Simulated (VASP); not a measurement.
Write the native input for VASP 6.6.1 that does the following.

```
Task                   : single point
Functional             : PBE
Potentials or basis    : VASP PAW PBE potentials, release 64 (Ag)
Cutoff                 : 520 eV
k mesh                 : 6 × 6 × 2
Occupations            : gaussian, width 0.1 eV
Spin                   : no spin polarisation
Dipole correction      : no
Further INCAR settings : ALGO = Fast; EDIFF = 1e-06; NBANDS = 36
```

The structure of Ag lies in POSCAR:

```
Ag
1.0
    2.9258522504     -0.0000000031      0.0000000000
   -1.4629261226      2.5338623781      0.0000000000
    0.0000000000      0.0000000000     12.1435731024
Ag
5
Direct
    0.6666666667      0.3333333333      0.8001594221
    0.0000000000      0.0000000000      0.0000000000
    0.3333333333      0.6666666667      0.1998405779
    0.6666666667      0.3333333333      0.3999184861
    0.3333333333      0.6666666667      0.6000815139
```

One way to write it, as run:

INCAR

```
SYSTEM = Ag
ALGO = Fast
EDIFF = 1E-6
ENCUT = 520
GGA = PE
ISIF = 2
ISMEAR = 0
LASPH = .TRUE.
LCHARG = .FALSE.
LREAL = .FALSE.
LWAVE = .FALSE.
NBANDS = 36
NELM = 100
PREC = Accurate
SIGMA = 0.1
```

KPOINTS

```
k-points
0
G
  6 6 2
  0 0 0
```

Potentials or basis: VASP PAW PBE potentials, release 64 (Ag).

Launch:

```sh
$ cat potpaw_PBE.64/Ag/POTCAR > POTCAR
$ mpirun -np 1 vasp_std > vasp.out
```

It gave:

The pressure is -0.1 GPa.

Caveat: the k points lie up to 0.41 Å⁻¹ apart.

It took 45 s on 1 thread of Intel(R) Xeon(R) Platinum 8259CL CPU @ 2.50GHz (Skylake/Cascade Lake), on a shared host, peak memory 0.22 GiB.
